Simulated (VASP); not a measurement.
# Bi2Te2O (P6/mmm) in VASP: notebook

Runs on Bi2Te2O. Level: PBE. Tasks: relaxation of cell and atoms, single point.

Everything below comes from runs of VASP 6.6.1. Logs are shortened: lines on timing, memory, paths and dates and some standing lists are left out, and cuts for length are marked.

### Step 1. The cell of the first run

The structure is hexagonal, space group P6/mmm (No. 191). Conventional cell: a = 5.439 Å, b = 5.439 Å, c = 7.478 Å, α = 90.00°, β = 90.00°, γ = 120.00°. Within 2.8 Å of Bi (site symmetry 6mm) lie 1 O at 2.11 Å. Within 4.1 Å of Te (site symmetry -6m2) lie 3 Te at 3.14 Å and 6 Bi at 3.54 Å. Within 2.8 Å of O (site symmetry 6/mmm) lie 2 Bi at 2.11 Å.

The cell was built from a structure type or drawn by symmetry, and may not be a known phase.

### Step 2. Relaxation of cell and atoms, PBE

INCAR reads:

```
PREC     = Accurate       # precision mode
ENCUT    = 600            # plane-wave cutoff, eV
EDIFF    = 1E-6           # SCF threshold, eV
ISMEAR   = 0              # smearing method
SIGMA    = 0.1            # smearing width, eV
LREAL    = F              # projectors in reciprocal space
LASPH    = T              # aspherical terms in the spheres
NELM     = 80             # most SCF steps
ALGO     = Normal         # electronic algorithm
ISIF     = 3              # what is computed and relaxed
LWAVE    = F              # write WAVECAR
LCHARG   = F              # write CHGCAR
GGA      = PE             # functional
IBRION   = 2              # ionic algorithm
NSW      = 90             # ionic steps
EDIFFG   = -0.04          # ionic threshold
```

KPOINTS reads:

```
Automatic mesh
0
Gamma
  6 6 4
```

POSCAR reads:

```
Bi2Te2O
1.0
    5.4394885478      0.0000000000      0.0000000000
   -2.7197442739      4.7107352660      0.0000000000
    0.0000000000      0.0000000000      7.4778782686
Bi Te O
2 2 1
Direct
    0.0000000000      0.0000000000      0.2174873248
    0.0000000000      0.0000000000      0.7825126752
    0.3333333333      0.6666666667      0.0000000000
    0.6666666667      0.3333333333      0.0000000000
    0.0000000000      0.0000000000      0.5000000000
```

Potentials or basis: VASP PAW PBE potentials, release 64 (Bi_d, Te, O).

Command:

```bash
> cat potpaw_PBE.64/Bi_d/POTCAR potpaw_PBE.64/Te/POTCAR potpaw_PBE.64/O/POTCAR > POTCAR
> mpirun -np 1 vasp_std > vasp.out
```

OUTCAR:

```text
PREC = Accurate
   ENCUT = 600
   EDIFF = 1E-6
   ISMEAR = 0
   LREAL = F
   LASPH = T
   NELM = 80
   ISIF = 3
   GGA = PE
   IBRION = 2
   NSW = 90
   EDIFFG = -0.04

 ion  position               nearest neighbor table
   1  0.000  0.000  0.217-   5 2.11   2 3.25   4 3.54   3 3.54   4 3.54   3 3.54   4 3.54   3 3.54

   2  0.000  0.000  0.783-   5 2.11   1 3.25   4 3.54   3 3.54   4 3.54   3 3.54   4 3.54   3 3.54

   3  0.333  0.667  0.000-   4 3.14   4 3.14   4 3.14   1 3.54   2 3.54   2 3.54   1 3.54   2 3.54
                             1 3.54
   4  0.667  0.333  0.000-   3 3.14   3 3.14   3 3.14   1 3.54   2 3.54   1 3.54   2 3.54   1 3.54
                             2 3.54
   5  0.000  0.000  0.500-   1 2.11   2 2.11

  LATTYP: Found a hexagonal cell.
 ALAT       =     5.4394885478
 C/A-ratio  =     1.3747392246

  Lattice vectors:

 A1 = (   5.4394885478,   0.0000000000,   0.0000000000)
 A2 = (  -2.7197442739,   4.7107352660,   0.0000000000)
 A3 = (   0.0000000000,   0.0000000000,   7.4778782686)

Analysis of symmetry for initial positions (statically):
=====================================================================
 Subroutine PRICEL returns:
 Original cell was already a primitive cell.

 Routine SETGRP: Setting up the symmetry group for a
 hexagonal supercell.

 Subroutine GETGRP returns: Found 24 space group operations
 (whereof 24 operations were pure point group operations)
 out of a pool of 24 trial point group operations.

The static configuration has the point symmetry D_6h.

Analysis of symmetry for dynamics (positions and initial velocities):
=====================================================================
 Subroutine PRICEL returns:
 Original cell was already a primitive cell.

 Routine SETGRP: Setting up the symmetry group for a
 hexagonal supercell.

 Subroutine GETGRP returns: Found 24 space group operations
 (whereof 24 operations were pure point group operations)
 out of a pool of 24 trial point group operations.

The dynamic configuration has the point symmetry D_6h.

 Subroutine INISYM returns: Found 24 space group operations
 (whereof 24 operations are pure point group operations),
 and found     1 'primitive' translations

----------------------------------------------------------------------------------------

                                     Primitive cell

  volume of cell :     191.6131

  direct lattice vectors                    reciprocal lattice vectors
[... 80 lines left out ...]
   PREC   = accura    normal or accurate (medium, high low for compatibility)
   ISTART =      0    job   : 0-new  1-cont  2-samecut
   ICHARG =      2    charge: 1-file 2-atom 10-const
   ISPIN  =      1    spin polarized calculation?
   LNONCOLLINEAR =      F non collinear calculations
   LSORBIT =      F    spin-orbit coupling
   LASPH  =      T    aspherical Exc in radial PAW
   ENCUT  =  600.0 eV  44.10 Ry    6.64 a.u.  10.86 10.86 14.94*2*pi/ulx,y,z
   NELM   =     80;   NELMIN=  2; NELMDL= -5     # of ELM steps
   EDIFF  = 0.1E-05   stopping-criterion for ELM
   LREAL  =      F    real-space projection
   EDIFFG = -.4E-01   stopping-criterion for IOM
   NSW    =     90    number of steps for IOM
   IBRION =      2    ionic relax: 0-MD 1-quasi-New 2-CG
   NFREE  =      1    steps in history (QN), initial steepest desc. (CG)
   ISIF   =      3    stress and relaxation
   ISYM   =      2    0-nonsym 1-usesym 2-fastsym
   POTIM  = 0.5000    time-step for ionic-motion
   TEBEG  =    0.0;   TEEND  =   0.0 temperature during run
   PSTRESS=    0.0 pullay stress
   NELECT =      48.0000    total number of electrons
   NUPDOWN=      -1.0000    fix difference up-down
   EMIN   =  10.00;   EMAX   =-10.00  energy-range for DOS
   EFERMI =   0.00;   METHOD = LEGACY
   ISMEAR =     0;   SIGMA  =   0.10  broadening in eV -4-tet -1-fermi 0-gaus
   EFERMI_NEDOS =   21; number of points for ismear=-14 and -15
   IALGO  =     38    algorithm
   IMIX   =      4    mixing-type and parameters
     AMIX     =   0.40;   BMIX     =  1.00
     AMIX_MAG =   1.60;   BMIX_MAG =  1.00
  volume/ion in A,a.u.               =      38.32       258.61
  Fermi-wavevector in a.u.,A,eV,Ry     =   1.032001  1.950199 14.490564  1.065026
  Thomas-Fermi vector in A             =   2.166177
   LORBIT       =      0    0 simple, 1 ext, 2 COOP (PROOUT), +10 PAW based schemes
   GGA     = PE    functional components
   LHFCALC =     F    Hartree Fock is set to
   AEXX    =    0.0000 exact exchange contribution
   IVDW    =     0    specifies the selected vdW correction
   LEPSILON=     F    determine dielectric tensor
   LRPA    =     F    only Hartree local field effects (RPA)
 conjugate gradient relaxation of ions
 non-spin polarized calculation
 Gauss-broadening in eV      SIGMA  =   0.10
  energy-cutoff  :      600.00
  volume of cell :      191.61
 maximum number of plane-waves:      6422
 NGX is ok and might be reduce to    48
   NGX = 21   NGY = 21   NGZ = 29

--------------------------------------- Ionic step        1  -------------------------------------------

 number of electron      48.0000004 magnetization

 Free energy of the ion-electron system (eV)
  ---------------------------------------------------
  ext. energy  EPLUGINS =         0.00000000
  ---------------------------------------------------
  free energy    TOTEN  =       -18.85405995 eV

  energy without entropy =      -18.83943081  energy(sigma->0) =      -18.84674538

------------------------ aborting loop because EDIFF is reached ----------------------------------------

  FORCE on cell =-STRESS in cart. coord.  units (eV):
  Direction    XX          YY          ZZ          XY          YZ          ZX
  --------------------------------------------------------------------------------------
  -------------------------------------------------------------------------------------
  Total        0.0760112      0.0760112     -0.3958882      0.0000000      0.0000000      0.0000000
  in kB        0.6355695      0.6355695     -3.3102285      0.0000000      0.0000000      0.0000000
  external PRESSURE =      -0.6796965 kB  Pullay stress =       0.0000000 kB
[... 104 lines left out ...]
--------------------------------------- Ionic step        4  -------------------------------------------

 number of electron      47.9999999 magnetization

 Free energy of the ion-electron system (eV)
  ---------------------------------------------------
  ext. energy  EPLUGINS =         0.00000000
  ---------------------------------------------------
  free energy    TOTEN  =       -18.85595551 eV

  energy without entropy =      -18.84190207  energy(sigma->0) =      -18.84892879

 E-fermi :   3.8361     XC(G=0):  -7.7478

 val. band max:        3.8290588294   @ k =   0.0000   0.0000   0.2500
 cond. band min:       3.8544237461   @ k =   0.1667   0.1667   0.0000
 fundamental gap:      0.0253649167
 Fermi energy:         3.8361247296

 k-point     1 :       0.0000    0.0000    0.0000
  band No.  band energies     occupation
      1     -20.0783      2.00000
      2     -19.7769      2.00000
      3     -19.7769      2.00000
      4     -19.7714      2.00000
      5     -19.7714      2.00000
      6     -19.7669      2.00000
[... 672 lines left out ...]
  FREE ENERGIE OF THE ION-ELECTRON SYSTEM (eV)
  ---------------------------------------------------
  free  energy   TOTEN  =       -18.8559555061 eV

  energy  without entropy=      -18.8419020659  energy(sigma->0) =      -18.84892879

 reached required accuracy - stopping structural energy minimisation
```

OSZICAR:

```text
N       E                     dE             d eps       ncg     rms          rms(c)
DAV:   1     0.483825518931E+03    0.48383E+03   -0.24150E+04  1184   0.180E+03
DAV:   2     0.402663860273E+02   -0.44356E+03   -0.43257E+03  1304   0.428E+02
DAV:   3    -0.185484701005E+02   -0.58815E+02   -0.57153E+02  1500   0.169E+02
DAV:   4    -0.214536819056E+02   -0.29052E+01   -0.28549E+01  1312   0.386E+01
[... 34 lines left out ...]
DAV:   4    -0.188559654550E+02    0.36720E-04   -0.25745E-04  1296   0.128E-01    0.327E-02
DAV:   5    -0.188559649975E+02    0.45758E-06   -0.31714E-05  1492   0.344E-02    0.262E-02
DAV:   6    -0.188559606609E+02    0.43365E-05   -0.16947E-05  1288   0.323E-02    0.144E-02
DAV:   7    -0.188559552955E+02    0.53655E-05   -0.10597E-05  1288   0.222E-02    0.354E-03
DAV:   8    -0.188559555061E+02   -0.21067E-06   -0.22185E-06   912   0.789E-03
   4 F= -.18855956E+02 E0= -.18848929E+02  d E =-.393824E-03
```

CONTCAR:

```text
Bi2Te2O
   1.00000000000000
     5.4443153760478333    0.0000000000000000    0.0000000000000000
    -2.7221576880239167    4.7149154218823570   -0.0000000000000000
     0.0000000000000000    0.0000000000000000    7.4717794300803133
  Bi              Te              O
     2     2     1
Direct
     1.0000000000000000    1.0000000000000000    0.2186060874233390
     0.0000000000000000    0.0000000000000000    0.7813939125766611
     0.3333333332999970    0.6666666667000030    0.0000000000000000
     0.6666666667000030    0.3333333332999970    0.0000000000000000
     1.0000000000000000    0.0000000000000000    0.5000000000000000

  0.00000000E+00  0.00000000E+00  0.00000000E+00
  0.00000000E+00  0.00000000E+00  0.00000000E+00
  0.00000000E+00  0.00000000E+00  0.00000000E+00
  0.00000000E+00  0.00000000E+00  0.00000000E+00
  0.00000000E+00  0.00000000E+00  0.00000000E+00
```

Run time: 3.1 min. Hardware: 1 thread of Intel Xeon 6975P-C (Granite Rapids), shared host; peak memory 0.46 GiB.

What came out:

```
Free energy                           : -18.8560 eV
Relaxed volume                        : 38.36 Å³/atom
Relaxed cell                          : a = 5.444 Å, b = 5.444 Å, c = 7.472 Å, α = 90.00°, β = 90.00°, γ = 120.00°
Space group after relaxing (to 0.1 Å) : P6/mmm (No. 191)
Energy gained by relaxing             : 0.4 meV/atom
Ionic steps                           : 4
Pressure after relaxing               : 0.0 GPa
Largest force after relaxing          : 0.019 eV/Å
Band gap on the k mesh                : zero (bands 24 and 25 overlap by 1.54 eV)
```

Forces on the atoms (eV/Å):
```
Bi   0.000  0.000  0.019
Bi   0.000  0.000 -0.019
Te   0.000  0.000  0.000
Te   0.000  0.000  0.000
O    0.000  0.000  0.000
```

The path:
```csv
step,energy change (eV),largest force (eV/Å),pressure (GPa),volume (Å³)
1,0.0000,0.1874,-0.07,191.61
2,-0.0008,0.0605,0.19,191.16
3,-0.0015,0.0427,0.08,191.34
4,-0.0019,0.0192,0.00,191.80
```

Final structure:
```
CELL_PARAMETERS angstrom
5.44432 0.00000 0.00000
-2.72216 4.71492 0.00000
0.00000 0.00000 7.47178
ATOMIC_POSITIONS crystal
Bi 0.00000 0.00000 0.21861
Bi 0.00000 0.00000 0.78139
Te 0.33333 0.66667 0.00000
Te 0.66667 0.33333 0.00000
O 0.00000 0.00000 0.50000
```

Levels at points of the mesh, in eV from the Fermi level:
| k point | band 20 | band 21 | band 22 | band 23 | band 24 | band 25 | band 26 | band 27 | band 28 |
| --- | --- | --- | --- | --- | --- | --- | --- | --- | --- |
| (0.00, 0.00, 0.00) | -3.93 | -2.37 | -2.37 | -2.14 | -0.85 | -0.59 | -0.36 | -0.36 | 3.18 |
| (0.50, 0.00, 0.00) | -3.34 | -2.84 | -1.65 | -0.83 | -0.72 | 0.21 | 0.75 | 0.96 | 1.00 |
| (0.00, 0.00, 0.50) | -3.54 | -3.12 | -3.12 | -2.68 | -0.60 | 0.34 | 0.34 | 1.66 | 2.36 |
| (0.50, 0.00, 0.50) | -2.79 | -1.92 | -1.75 | -1.27 | -0.04 | 0.42 | 0.73 | 0.75 | 2.38 |

Caveat: spin-orbit coupling is left out, which moves the levels of the heavy elements.

### Step 3. Single point, PBE

This run uses another cell than the first one, of 38.75 Å³/atom.

INCAR reads:

```
PREC = Accurate ; ENCUT = 520
EDIFF = 1E-7 ; ISMEAR = 0
SIGMA = 0.1 ; LREAL = F
LASPH = T ; NELM = 60
ALGO = Normal ; ISIF = 2
LWAVE = F ; LCHARG = F
GGA = PE ; NBANDS = 32
```

KPOINTS reads:

```
Automatic mesh
0
Gamma
  12 12 6
```

POSCAR reads:

```
Bi2Te2O
1.0
    5.4590893469      0.0000000000      0.0000000000
   -2.7295446734      4.7277100559      0.0000000000
    0.0000000000      0.0000000000      7.5073009068
Bi Te O
2 2 1
Direct
    0.0000000000      0.0000000000      0.2203261157
    0.0000000000      0.0000000000      0.7796738843
    0.3333333333      0.6666666667      0.0000000000
    0.6666666667      0.3333333333      0.0000000000
    0.0000000000      0.0000000000      0.5000000000
```

Potentials or basis: VASP PAW PBE potentials, release 64 (Bi_d, Te, O).

Command:

```bash
> cat potpaw_PBE.64/Bi_d/POTCAR potpaw_PBE.64/Te/POTCAR potpaw_PBE.64/O/POTCAR > POTCAR
> mpirun -np 1 vasp_std > vasp.out
```

Wall time 4.6 min (1 thread of Intel Xeon 6975P-C (Granite Rapids), shared host); peak memory 0.59 GiB.

Results (log left out):

```yaml
Free_energy: -18.8007 eV
Pressure: 0.0 GPa
Largest_force: 0.037 eV/Å
Band_gap_on_the_k_mesh: zero (bands 24 and 25 overlap by 1.56 eV)
```

Forces in eV/Å, atoms in the order of the input:
```
Bi   0.000  0.000 -0.037
Bi   0.000  0.000  0.037
Te   0.000  0.000  0.000
Te   0.000  0.000  0.000
O    0.000  0.000  0.000
```

Stress tensor (GPa, compression positive):
```
-0.06  0.00  0.00
 0.00 -0.06  0.00
 0.00  0.00  0.07
```

Levels at points of the mesh, in eV from the Fermi level:
```
           k point  band 20  band 21  band 22  band 23  band 24  band 25  band 26  band 27  band 28  band 29
(0.00, 0.00, 0.00)    -3.87    -2.29    -2.29    -2.07    -0.74    -0.50    -0.30    -0.30     3.18     3.18
(0.50, 0.00, 0.00)    -3.32    -2.77    -1.56    -0.75    -0.65     0.33     0.82     1.02     1.04     1.89
(0.00, 0.00, 0.50)    -3.53    -2.98    -2.98    -2.59    -0.52     0.40     0.40     1.74     2.39     2.75
(0.50, 0.00, 0.50)    -2.74    -1.85    -1.66    -1.19     0.03     0.48     0.78     0.82     2.35     2.46
```

Caveat: spin-orbit coupling is left out, which moves the levels of the heavy elements.
